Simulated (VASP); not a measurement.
# Sn (Pm-3m) in VASP: single point with PBEsol

Aim: the single point of Sn with PBEsol.

Everything below comes from runs of VASP 6.6.1. Logs are shortened: lines on timing, memory, paths and dates and some standing lists are left out, and cuts for length are marked.

## (1) The cell of the first run

The structure is cubic, space group Pm-3m (No. 221). The conventional cell has a = 2.972 Å, b = 2.972 Å, c = 2.972 Å, α = 90.00°, β = 90.00°, γ = 90.00°. Sn (site symmetry m-3m) has 6 Sn at 2.97 Å within 3.9 Å.

## (2) Single point, PBEsol

INCAR reads:

```
  PREC = Accurate
  ENCUT = 520
  EDIFF = 1E-6
  ISMEAR = 0
  SIGMA = 0.15
  LREAL = F
  LASPH = T
  NELM = 100
  ALGO = Fast
  ISIF = 2
  LWAVE = F
  LCHARG = F
  GGA = PS
  NBANDS = 13
```

KPOINTS reads:

```
regular mesh
0
Gamma
  24 24 24
```

POSCAR reads:

```
Sn
1.0
   -0.9907472757      1.9814945513      1.9814945513
    1.9814945513     -0.9907472757      1.9814945513
    1.9814945513      1.9814945513     -0.9907472757
Sn
1
Direct
    0.0000000000      0.0000000000      0.0000000000
```

Potentials or basis: VASP PAW PBE potentials, release 64 (Sn_d).

Started as:

```bash
cat potpaw_PBE.64/Sn_d/POTCAR > POTCAR
mpirun -np 1 vasp_std > vasp.out
```

OUTCAR:

```text
PREC = Accurate
   ENCUT = 520
   EDIFF = 1E-6
   ISMEAR = 0
   LREAL = F
   LASPH = T
   NELM = 100
   ISIF = 2
   GGA = PS

 ion  position               nearest neighbor table
   1  0.000  0.000  0.000-

  LATTYP: Found a simple cubic cell.
 ALAT       =     2.9722418270

  Lattice vectors:

 A1 = (  -0.9907472757,   1.9814945513,   1.9814945513)
 A2 = (   1.9814945513,  -0.9907472757,   1.9814945513)
 A3 = (   1.9814945513,   1.9814945513,  -0.9907472757)

Analysis of symmetry for initial positions (statically):
=====================================================================
 Subroutine PRICEL returns:
 Original cell was already a primitive cell.

 Routine SETGRP: Setting up the symmetry group for a
 simple cubic supercell.

 Subroutine GETGRP returns: Found 48 space group operations
 (whereof 48 operations were pure point group operations)
 out of a pool of 48 trial point group operations.

The static configuration has the point symmetry O_h .

Analysis of symmetry for dynamics (positions and initial velocities):
=====================================================================
 Subroutine PRICEL returns:
 Original cell was already a primitive cell.

 Routine SETGRP: Setting up the symmetry group for a
 simple cubic supercell.

 Subroutine GETGRP returns: Found 48 space group operations
 (whereof 48 operations were pure point group operations)
 out of a pool of 48 trial point group operations.

The dynamic configuration has the point symmetry O_h .

 Subroutine INISYM returns: Found 48 space group operations
 (whereof 48 operations are pure point group operations),
 and found     1 'primitive' translations

----------------------------------------------------------------------------------------

                                     Primitive cell

  volume of cell :      26.2574

  direct lattice vectors                    reciprocal lattice vectors
    -0.990747276  1.981494551  1.981494551    -0.112148793  0.224297586  0.224297586
     1.981494551 -0.990747276  1.981494551     0.224297586 -0.112148793  0.224297586
     1.981494551  1.981494551 -0.990747276     0.224297586  0.224297586 -0.112148793

  length of vectors
     2.972241827  2.972241827  2.972241827     0.336446379  0.336446379  0.336446379

  position of ions in fractional coordinates (direct lattice)
     0.000000000  0.000000000  0.000000000

[... 77 lines left out ...]
   EDIFFG = 0.1E-04   stopping-criterion for IOM
   NSW    =      0    number of steps for IOM
   IBRION =     -1    ionic relax: 0-MD 1-quasi-New 2-CG
   NFREE  =      0    steps in history (QN), initial steepest desc. (CG)
   ISIF   =      2    stress and relaxation
   ISYM   =      2    0-nonsym 1-usesym 2-fastsym
   POTIM  = 0.5000    time-step for ionic-motion
   TEBEG  =    0.0;   TEEND  =   0.0 temperature during run
   PSTRESS=    0.0 pullay stress
   NELECT =      14.0000    total number of electrons
   NUPDOWN=      -1.0000    fix difference up-down
   EMIN   =  10.00;   EMAX   =-10.00  energy-range for DOS
   EFERMI =   0.00;   METHOD = LEGACY
   ISMEAR =     0;   SIGMA  =   0.15  broadening in eV -4-tet -1-fermi 0-gaus
   EFERMI_NEDOS =   21; number of points for ismear=-14 and -15
   IALGO  =     68    algorithm
   IMIX   =      4    mixing-type and parameters
     AMIX     =   0.40;   BMIX     =  1.00
     AMIX_MAG =   1.60;   BMIX_MAG =  1.00
  volume/ion in A,a.u.               =      26.26       177.19
  Fermi-wavevector in a.u.,A,eV,Ry     =   1.327496  2.508605 23.976824  1.762247
  Thomas-Fermi vector in A             =   2.456804
   LORBIT       =      0    0 simple, 1 ext, 2 COOP (PROOUT), +10 PAW based schemes
   GGA     = PS    functional components
   LHFCALC =     F    Hartree Fock is set to
   AEXX    =    0.0000 exact exchange contribution
   IVDW    =     0    specifies the selected vdW correction
   LEPSILON=     F    determine dielectric tensor
   LRPA    =     F    only Hartree local field effects (RPA)
 non-spin polarized calculation
 RMM-DIIS sequential band-by-band and
 Gauss-broadening in eV      SIGMA  =   0.15
  energy-cutoff  :      520.00
  volume of cell :       26.26
 maximum number of plane-waves:       739
 NGX is ok and might be reduce to    24
   NGX = 11   NGY = 11   NGZ = 11

 number of electron      13.9999993 magnetization

 Free energy of the ion-electron system (eV)
  ---------------------------------------------------
  ext. energy  EPLUGINS =         0.00000000
  ---------------------------------------------------
  free energy    TOTEN  =        -4.20329037 eV

  energy without entropy =       -4.19783711  energy(sigma->0) =       -4.20056374

 E-fermi :   8.1301     XC(G=0): -10.5662

 val. band max:        8.1269214336   @ k =   0.3333   0.3333   0.1250
 cond. band min:       8.1515961586   @ k =   0.2500   0.1667   0.0417
 fundamental gap:      0.0246747250
 Fermi energy:         8.1301199070

 k-point     1 :       0.0000    0.0000    0.0000
  band No.  band energies     occupation
      1     -13.4972      2.00000
      2     -13.4972      2.00000
      3     -12.9840      2.00000
      4     -12.9840      2.00000
      5     -12.9840      2.00000
      6      -3.2971      2.00000
      7      13.8349      0.00000
      8      13.8349      0.00000
      9      13.8349      0.00000
     10      17.2181      0.00000
     11      17.2181      0.00000
     12      18.8036      0.00000
     13      28.8212      0.00000
[... 354 lines left out ...]
  band No.  band energies     occupation
      1     -13.4654      2.00000
      2     -13.1200      2.00000
      3     -13.1163      2.00000
      4     -13.1048      2.00000
      5     -12.9751      2.00000
      6      -0.0022      2.00000
      7       3.2853      2.00000
      8      16.2390      0.00000
      9      16.7045      0.00000
     10      19.6276      0.00000
     11      19.9737      0.00000
     12      20.9338      0.00000
     13      22.3644      0.00000

 [... further k-points ...]
[... 5 lines left out ...]
  --------------------------------------------------------------------------------------
  -------------------------------------------------------------------------------------
  Total        0.6140337      0.6140337      0.6140337     -0.0000000     -0.0000000     -0.0000000
  in kB       37.4671263     37.4671263     37.4671263     -0.0000000     -0.0000000     -0.0000000
  external PRESSURE =      37.4671263 kB  Pullay stress =       0.0000000 kB

 VOLUME and BASIS-vectors are now :
 -----------------------------------------------------------------------------
  energy-cutoff  :      520.00
  volume of cell :       26.26
      direct lattice vectors                 reciprocal lattice vectors
    -0.990747276  1.981494551  1.981494551    -0.112148793  0.224297586  0.224297586
     1.981494551 -0.990747276  1.981494551     0.224297586 -0.112148793  0.224297586
     1.981494551  1.981494551 -0.990747276     0.224297586  0.224297586 -0.112148793

 POSITION                                       TOTAL-FORCE (eV/Angst)
 -----------------------------------------------------------------------------------
      0.00000      0.00000      0.00000         0.000000     -0.000000      0.000000
 -----------------------------------------------------------------------------------
    total drift:                               -0.000000      0.000000     -0.000000

  FREE ENERGIE OF THE ION-ELECTRON SYSTEM (eV)
  ---------------------------------------------------
  free  energy   TOTEN  =        -4.2032903721 eV

  energy  without entropy=       -4.1978371096  energy(sigma->0) =       -4.20056374
```

OSZICAR:

```text
N       E                     dE             d eps       ncg     rms          rms(c)
DAV:   1     0.808043331701E+02    0.80804E+02   -0.71820E+03 12185   0.163E+03
DAV:   2     0.147922040641E+01   -0.79325E+02   -0.76670E+02 12590   0.341E+02
DAV:   3    -0.410624114196E+01   -0.55855E+01   -0.55651E+01 13915   0.737E+01
DAV:   4    -0.422210565993E+01   -0.11586E+00   -0.11584E+00 13739   0.113E+01
DAV:   5    -0.422604671416E+01   -0.39411E-02   -0.39410E-02 15070   0.204E+00    0.194E+00
RMM:   6    -0.420884116270E+01    0.17206E-01   -0.15335E-02 14951   0.175E+00    0.110E+00
RMM:   7    -0.420342956422E+01    0.54116E-02   -0.11641E-02 14877   0.146E+00    0.138E-01
RMM:   8    -0.420323300289E+01    0.19656E-03   -0.13466E-03 16063   0.453E-01    0.372E-02
RMM:   9    -0.420328986704E+01   -0.56864E-04   -0.55651E-04 19384   0.194E-01    0.370E-02
RMM:  10    -0.420328811689E+01    0.17501E-05   -0.39976E-05 15735   0.881E-02    0.210E-02
RMM:  11    -0.420329003830E+01   -0.19214E-05   -0.18240E-05 17802   0.489E-02    0.562E-03
RMM:  12    -0.420329037212E+01   -0.33382E-06   -0.46707E-06 11990   0.213E-02
   1 F= -.42032904E+01 E0= -.42005637E+01  d E =-.545326E-02
```

Wall time 72 s (1 thread of Intel Xeon Platinum 8488C (Sapphire Rapids), shared host); peak memory 0.25 GiB.

Results:

| Item | Value |
| --- | --- |
| Free energy | -4.2033 eV |
| Pressure | 3.7 GPa |
| Band gap on the k mesh | zero (band 7 reaches 13.83 eV, above the bottom of band 8 at 5.70 eV) |

Levels at points of the mesh, in eV from the Fermi level:
```
           k point  band 3  band 4  band 5  band 6  band 7  band 8  band 9  band 10  band 11  band 12
(0.00, 0.00, 0.00)  -21.11  -21.11  -21.11  -11.43    5.70    5.70    5.70     9.09     9.09    10.67
(0.50, 0.00, 0.00)  -21.25  -21.23  -21.10   -7.99   -5.11    8.63    8.63    11.99    12.16    12.27
(0.50, 0.50, 0.00)  -21.23  -21.23  -20.95   -4.31   -2.43   -2.43    2.69    11.91    14.60    14.60
(0.50, 0.50, 0.50)  -21.41  -20.95  -20.95    0.03    0.18    0.18    0.18     5.97     5.97     5.97
```

Caveat: the PAW data sets were made with another functional, which shifts forces and pressure a little; spin-orbit coupling is left out, which moves the levels of the heavy elements.
